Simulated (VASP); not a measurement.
BN (Qingsongite):

```
CELL_PARAMETERS angstrom
0.00000 1.78659 1.78659
1.78659 0.00000 1.78659
1.78659 1.78659 0.00000
ATOMIC_POSITIONS crystal
B 0.00000 0.00000 0.00000
N 0.25000 0.25000 0.25000
```

This cell differs from its parent crystal: volume changed by -3%.

Base run:

- Program: VASP 6.6.1
- Functional: r2SCAN
- Potentials or basis: VASP PAW PBE potentials, release 64 (B_h, N_h)
- Cutoff: 910 eV
- k mesh: 10 × 10 × 10
- Occupations: gaussian, width 0.01 eV
- Spin: no spin polarisation

Its results: band gap on the k mesh 5.04 eV, indirect (least direct gap 9.72 eV); pressure 12.0 GPa.

Q: The run is repeated on the same cell with these changes: potentials or basis from VASP PAW PBE potentials, release 64 (B_h, N_h) to VASP PAW PBE potentials, release 64 (B, N); cutoff from 910 eV to 520 eV. What comes out?

A: Band gap on the k mesh 5.02 eV, indirect (least direct gap 9.70 eV); pressure 13.9 GPa.

Caveats: the PAW data sets were made with another functional, which shifts forces and pressure a little; the cutoff is under 1.25 times the usual one of these potentials, so pressure, stress and relaxed cells hold a basis-set (Pulay) error (some runs).

A k mesh can miss the band edges.
